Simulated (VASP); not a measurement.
# Ca (Pm-3m) in VASP: a series of runs

Ca is run at these levels: revPBE; tasks: single point.

Program: VASP 6.6.1. These are calculated values, not measurements. Logs are shortened: lines on timing, memory, paths and dates and some standing lists are left out, and cuts for length are marked.

### 1 The cell of the first run

The structure is cubic, space group Pm-3m (No. 221). The conventional cell has a = 3.493 Å, b = 3.493 Å, c = 3.493 Å, α = 90.00°, β = 90.00°, γ = 90.00°. Within 4.6 Å of Ca (site symmetry m-3m) lie 6 Ca at 3.49 Å.

### 2 Single point, revPBE (volume scaled by 0.92)

Input file INCAR:

```
PREC = Accurate ; ENCUT = 520
EDIFF = 1E-6 ; ISMEAR = -1
SIGMA = 0.1 ; LREAL = False
LASPH = True ; NELM = 60
ALGO = Normal ; ISIF = 2
LWAVE = False ; LCHARG = False
GGA = RE ; NBANDS = 11
```

Input file KPOINTS:

```
Automatic mesh
0
Gamma
  10 10 10
```

Input file POSCAR:

```
Ca
1.0
    3.4925234170      0.0000000000      0.0000000000
    0.0000000000      3.4925234170      0.0000000000
    0.0000000000      0.0000000000      3.4925234170
Ca
1
Direct
    0.0000000000      0.0000000000      0.0000000000
```

Potentials or basis: VASP PAW PBE potentials, release 64 (Ca_sv).

The run is started by

```sh
cat potpaw_PBE.64/Ca_sv/POTCAR > POTCAR
mpirun -np 1 vasp_std > vasp.out
```

OUTCAR:

```text
PREC = Accurate
   ENCUT = 520
   EDIFF = 1E-6
   ISMEAR = -1
   LREAL = False
   LASPH = True
   NELM = 60
   ISIF = 2
   GGA = RE

 ion  position               nearest neighbor table
   1  0.000  0.000  0.000-

  LATTYP: Found a simple cubic cell.
 ALAT       =     3.4925234170

  Lattice vectors:

 A1 = (   3.4925234170,   0.0000000000,   0.0000000000)
 A2 = (   0.0000000000,   3.4925234170,   0.0000000000)
 A3 = (   0.0000000000,   0.0000000000,   3.4925234170)

Analysis of symmetry for initial positions (statically):
=====================================================================
 Subroutine PRICEL returns:
 Original cell was already a primitive cell.

 Routine SETGRP: Setting up the symmetry group for a
 simple cubic supercell.

 Subroutine GETGRP returns: Found 48 space group operations
 (whereof 48 operations were pure point group operations)
 out of a pool of 48 trial point group operations.

The static configuration has the point symmetry O_h .

Analysis of symmetry for dynamics (positions and initial velocities):
=====================================================================
 Subroutine PRICEL returns:
 Original cell was already a primitive cell.

 Routine SETGRP: Setting up the symmetry group for a
 simple cubic supercell.

 Subroutine GETGRP returns: Found 48 space group operations
 (whereof 48 operations were pure point group operations)
 out of a pool of 48 trial point group operations.

The dynamic configuration has the point symmetry O_h .

 Subroutine INISYM returns: Found 48 space group operations
 (whereof 48 operations are pure point group operations),
 and found     1 'primitive' translations

----------------------------------------------------------------------------------------

                                     Primitive cell

  volume of cell :      42.6008

  direct lattice vectors                    reciprocal lattice vectors
     3.492523417  0.000000000  0.000000000     0.286325926  0.000000000  0.000000000
     0.000000000  3.492523417  0.000000000     0.000000000  0.286325926  0.000000000
     0.000000000  0.000000000  3.492523417     0.000000000  0.000000000  0.286325926

  length of vectors
     3.492523417  3.492523417  3.492523417     0.286325926  0.286325926  0.286325926

  position of ions in fractional coordinates (direct lattice)
     0.000000000  0.000000000  0.000000000

  ion indices of the primitive-cell ions
   primitive index   ion index
                 1           1

----------------------------------------------------------------------------------------

 KPOINTS: Automatic mesh

Automatic generation of k-mesh.
 Grid dimensions read from file:
 generate k-points for:   10   10   10

 Generating k-lattice:

  Cartesian coordinates                     Fractional coordinates (reciprocal lattice)
     0.028632593  0.000000000  0.000000000     0.100000000  0.000000000  0.000000000
     0.000000000  0.028632593  0.000000000     0.000000000  0.100000000  0.000000000
     0.000000000  0.000000000  0.028632593     0.000000000  0.000000000  0.100000000

  Length of vectors
     0.028632593  0.028632593  0.028632593

  Shift w.r.t. Gamma in fractional coordinates (k-lattice)
     0.000000000  0.000000000  0.000000000

 Subroutine IBZKPT returns following result:
 ===========================================

 Found     56 irreducible k-points:

 Following reciprocal coordinates:
            Coordinates               Weight
  0.000000  0.000000  0.000000      1.000000
  0.100000  0.000000  0.000000      6.000000
  0.200000  0.000000  0.000000      6.000000
  0.300000  0.000000  0.000000      6.000000
  0.400000  0.000000  0.000000      6.000000
  0.500000  0.000000  0.000000      3.000000
[... 16 lines left out ...]
  0.200000  0.100000  0.100000     24.000000
  0.300000  0.100000  0.100000     24.000000
 [... further k-points ...]
   k-points           NKPTS =     56   k-points in BZ     NKDIM =     56   number of bands    NBANDS=     11
   number of dos      NEDOS =    301   number of ions     NIONS =      1
   total plane-waves  NPLWV =  21952
   dimension x,y,z NGX =    28 NGY =   28 NGZ =   28
   dimension x,y,z NGXF=    56 NGYF=   56 NGZF=   56
   ions per type =               1
   NGX,Y,Z   is equivalent  to a cutoff of  13.33, 13.33, 13.33 a.u.
   NGXF,Y,Z  is equivalent  to a cutoff of  26.66, 26.66, 26.66 a.u.
 SYSTEM =  unknown system
   PREC   = accura    normal or accurate (medium, high low for compatibility)
   ISTART =      0    job   : 0-new  1-cont  2-samecut
   ICHARG =      2    charge: 1-file 2-atom 10-const
   ISPIN  =      1    spin polarized calculation?
   LNONCOLLINEAR =      F non collinear calculations
   LSORBIT =      F    spin-orbit coupling
   LASPH  =      T    aspherical Exc in radial PAW
   ENCUT  =  520.0 eV  38.22 Ry    6.18 a.u.   6.49  6.49  6.49*2*pi/ulx,y,z
   NELM   =     60;   NELMIN=  2; NELMDL= -5     # of ELM steps
   EDIFF  = 0.1E-05   stopping-criterion for ELM
   LREAL  =      F    real-space projection
   EDIFFG = 0.1E-04   stopping-criterion for IOM
   NSW    =      0    number of steps for IOM
   IBRION =     -1    ionic relax: 0-MD 1-quasi-New 2-CG
   NFREE  =      0    steps in history (QN), initial steepest desc. (CG)
   ISIF   =      2    stress and relaxation
   ISYM   =      2    0-nonsym 1-usesym 2-fastsym
   POTIM  = 0.5000    time-step for ionic-motion
   TEBEG  =    0.0;   TEEND  =   0.0 temperature during run
   PSTRESS=    0.0 pullay stress
   NELECT =      10.0000    total number of electrons
   NUPDOWN=      -1.0000    fix difference up-down
   EMIN   =  10.00;   EMAX   =-10.00  energy-range for DOS
   EFERMI =   0.00;   METHOD = LEGACY
   ISMEAR =    -1;   SIGMA  =   0.10  broadening in eV -4-tet -1-fermi 0-gaus
   EFERMI_NEDOS =   21; number of points for ismear=-14 and -15
   IALGO  =     38    algorithm
   IMIX   =      4    mixing-type and parameters
     AMIX     =   0.40;   BMIX     =  1.00
     AMIX_MAG =   1.60;   BMIX_MAG =  1.00
  volume/ion in A,a.u.               =      42.60       287.48
  Fermi-wavevector in a.u.,A,eV,Ry     =   1.009878  1.908392 13.875946  1.019853
  Thomas-Fermi vector in A             =   2.142833
   LORBIT       =      0    0 simple, 1 ext, 2 COOP (PROOUT), +10 PAW based schemes
   GGA     = RE    functional components
   LHFCALC =     F    Hartree Fock is set to
   AEXX    =    0.0000 exact exchange contribution
   IVDW    =     0    specifies the selected vdW correction
   LEPSILON=     F    determine dielectric tensor
   LRPA    =     F    only Hartree local field effects (RPA)
 non-spin polarized calculation
  energy-cutoff  :      520.00
  volume of cell :       42.60
 maximum number of plane-waves:      1189
 NGX is ok and might be reduce to    28
   NGX = 13   NGY = 13   NGZ = 13

 number of electron      10.0000000 magnetization

 number of electron       9.9999998 magnetization

 Free energy of the ion-electron system (eV)
  ---------------------------------------------------
  ext. energy  EPLUGINS =         0.00000000
  ---------------------------------------------------
  free energy    TOTEN  =        -1.37806674 eV

  energy without entropy =       -1.34836259  energy(sigma->0) =       -1.36321466

 E-fermi :   1.9482     XC(G=0):  -7.5857

 val. band max:        1.9397871655   @ k =   0.5000   0.3000   0.3000
 cond. band min:       1.9597253114   @ k =   0.5000   0.2000   0.2000
 fundamental gap:      0.0199381459
 Fermi energy:         1.9481751357

 k-point     1 :       0.0000    0.0000    0.0000
  band No.  band energies     occupation
      1     -40.3616      2.00000
      2     -21.2058      2.00000
      3     -21.2058      2.00000
      4     -21.2058      2.00000
      5      -1.9336      2.00000
      6       2.7933      0.00043
      7       2.7933      0.00043
      8       6.0715      0.00000
      9       6.0715      0.00000
     10       6.0715      0.00000
     11      10.6195      0.00000

 k-point     2 :       0.1000    0.0000    0.0000
  band No.  band energies     occupation
      1     -40.3598      2.00000
      2     -21.2270      2.00000
      3     -21.2040      2.00000
      4     -21.2040      2.00000
      5      -1.7911      2.00000
      6       2.8354      0.00028
      7       2.8372      0.00028
      8       5.9140      0.00000
      9       5.9140      0.00000
     10       6.0820      0.00000
     11       9.7320      0.00000

 k-point     3 :       0.2000    0.0000    0.0000
  band No.  band energies     occupation
      1     -40.3550      2.00000
      2     -21.2821      2.00000
      3     -21.1993      2.00000
      4     -21.1993      2.00000
      5      -1.3768      2.00000
      6       2.8773      0.00018
      7       2.9566      0.00008
      8       5.5566      0.00000
      9       5.5566      0.00000
     10       6.1097      0.00000
     11       8.4071      0.00000

 k-point     4 :       0.3000    0.0000    0.0000
  band No.  band energies     occupation
      1     -40.3491      2.00000
      2     -21.3494      2.00000
      3     -21.1935      2.00000
      4     -21.1935      2.00000
      5      -0.7282      2.00000
      6       2.6753      0.00139
      7       3.1139      0.00002
      8       5.1873      0.00000
      9       5.1873      0.00000
     10       6.1443      0.00000
     11       7.5302      0.00000
[... 239 lines left out ...]
 k-point    22 :       0.1000    0.1000    0.1000
  band No.  band energies     occupation
      1     -40.3561      2.00000
      2     -21.2252      2.00000
      3     -21.2223      2.00000
      4     -21.2223      2.00000
      5      -1.5098      2.00000
      6       2.9331      0.00011
      7       2.9331      0.00011
      8       5.6624      0.00000
      9       5.7986      0.00000
     10       5.7986      0.00000
     11      10.0762      0.00000

 k-point    23 :       0.2000    0.1000    0.1000
  band No.  band energies     occupation
      1     -40.3514      2.00000
      2     -21.2780      2.00000
      3     -21.2192      2.00000
      4     -21.2174      2.00000
      5      -1.1036      2.00000
      6       3.0086      0.00005
      7       3.0564      0.00003
      8       5.3176      0.00000
      9       5.4021      0.00000
     10       5.8189      0.00000
     11       8.8344      0.00000

 k-point    24 :       0.3000    0.1000    0.1000
  band No.  band energies     occupation
      1     -40.3455      2.00000
      2     -21.3447      2.00000
      3     -21.2132      2.00000
      4     -21.2114      2.00000
      5      -0.4689      2.00000
      6       2.8164      0.00034
      7       3.2269      0.00001
      8       4.9843      0.00000
      9       5.0658      0.00000
     10       5.8682      0.00000
     11       7.8358      0.00000

 [... further k-points ...]
[... 5 lines left out ...]
  --------------------------------------------------------------------------------------
  -------------------------------------------------------------------------------------
  Total        0.2207635      0.2207635      0.2207635      0.0000000      0.0000000      0.0000000
  in kB        8.3027088      8.3027088      8.3027088      0.0000000      0.0000000      0.0000000
  external PRESSURE =       8.3027088 kB  Pullay stress =       0.0000000 kB

 VOLUME and BASIS-vectors are now :
 -----------------------------------------------------------------------------
  energy-cutoff  :      520.00
  volume of cell :       42.60
      direct lattice vectors                 reciprocal lattice vectors
     3.492523417  0.000000000  0.000000000     0.286325926  0.000000000  0.000000000
     0.000000000  3.492523417  0.000000000     0.000000000  0.286325926  0.000000000
     0.000000000  0.000000000  3.492523417     0.000000000  0.000000000  0.286325926

 POSITION                                       TOTAL-FORCE (eV/Angst)
 -----------------------------------------------------------------------------------
      0.00000      0.00000      0.00000         0.000000      0.000000      0.000000
 -----------------------------------------------------------------------------------
    total drift:                                0.000000      0.000000     -0.000000

  FREE ENERGIE OF THE ION-ELECTRON SYSTEM (eV)
  ---------------------------------------------------
  free  energy   TOTEN  =        -1.3780667390 eV

  energy  without entropy=       -1.3483625873  energy(sigma->0) =       -1.36321466
```

Run time: 20 s. Hardware: 1 thread of AMD EPYC 9R45 (Zen 5), shared host; peak memory 0.13 GiB.

Results:

```yaml
Free_energy: -1.3781 eV
Pressure: 0.8 GPa
Band_gap_on_the_k_mesh: zero (band 5 reaches 2.62 eV, above the bottom of band 6 at 1.40 eV)
```

Caveat: the PAW data sets were made with another functional, which shifts forces and pressure a little.

### 3 Single point, revPBE (volume scaled by 0.96)

Input file INCAR:

```
SYSTEM = Ca
PREC = Accurate
ENCUT = 520
EDIFF = 1E-6
ISMEAR = -1
SIGMA = 0.1
LREAL = .FALSE.
LASPH = .TRUE.
NELM = 100
ALGO = Normal
ISIF = 2
LWAVE = .FALSE.
LCHARG = .FALSE.
GGA = RE
NBANDS = 11
```

Input file KPOINTS:

```
regular mesh
0
G
  10 10 10
  0 0 0
```

Input file POSCAR:

```
Ca
1.0
    3.5424233504      0.0000000000      0.0000000000
    0.0000000000      3.5424233504      0.0000000000
    0.0000000000      0.0000000000      3.5424233504
Ca
1
Direct
    0.0000000000      0.0000000000      0.0000000000
```

Potentials or basis: VASP PAW PBE potentials, release 64 (Ca_sv).

The run is started by

```sh
cat potpaw_PBE.64/Ca_sv/POTCAR > POTCAR
mpirun -np 1 vasp_std > vasp.out
```

Wall time 22 s (1 thread of AMD EPYC 9R45 (Zen 5), shared host); peak memory 0.13 GiB.

Results (log left out):

```yaml
Free_energy: -1.3852 eV
Pressure: 0.4 GPa
Band_gap_on_the_k_mesh: zero (band 5 reaches 2.47 eV, above the bottom of band 6 at 1.22 eV)
```

Levels at points of the mesh, in eV from the Fermi level:
| k point | band 2 | band 3 | band 4 | band 5 | band 6 | band 7 | band 8 | band 9 |
| --- | --- | --- | --- | --- | --- | --- | --- | --- |
| (0.00, 0.00, 0.00) | -23.24 | -23.24 | -23.24 | -3.82 | 0.85 | 0.85 | 3.98 | 3.98 |
| (0.50, 0.00, 0.00) | -23.43 | -23.23 | -23.23 | -1.19 | -0.57 | 1.34 | 2.81 | 2.81 |
| (0.50, 0.50, 0.00) | -23.41 | -23.41 | -23.21 | -0.35 | 0.91 | 2.24 | 2.24 | 3.09 |
| (0.50, 0.50, 0.50) | -23.38 | -23.38 | -23.38 | 0.69 | 0.69 | 0.69 | 4.71 | 4.71 |

Caveat: the PAW data sets were made with another functional, which shifts forces and pressure a little.
